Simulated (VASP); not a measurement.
A run of VASP 6.6.1:

Contents of INCAR:

```
SYSTEM = BP
  ALGO = Normal
  EDIFF = 1E-6
  ENCUT = 520
  GGA = PE
  ISIF = 2
  ISMEAR = 0
  LASPH = .True.
  LCHARG = .False.
  LREAL = .False.
  LWAVE = .False.
  NBANDS = 11
  NELM = 60
  PREC = Accurate
  SIGMA = 0.05
```

File KPOINTS:

```
k-points
0
Gamma
  12 12 12
  0 0 0
```

The input POSCAR:

```
BP
1.0
    0.0000000000      2.1941127905      2.2841065901
    2.2841065901      0.0000000000      2.2841065901
    2.2841065901      2.1941127905      0.0000000000
B P
1 1
Direct
    0.0000000000      0.0000000000      0.0000000000
    0.7500000000      0.7500000000      0.7500000000
```

Potentials or basis: VASP PAW PBE potentials, release 64 (B, P).

The run is started by

```sh
$ cat potpaw_PBE.64/B/POTCAR potpaw_PBE.64/P/POTCAR > POTCAR
$ mpirun -np 1 vasp_std > vasp.out
```

Hardware: 1 thread of Intel Xeon 8259CL, on a shared host.

Problem. Estimate the wall time of this run.

Solution. Run time: 37 s on 1 thread of Intel Xeon 8259CL, on a shared host, peak memory 0.16 GiB. Counts: scf iterations 12, k points 163.
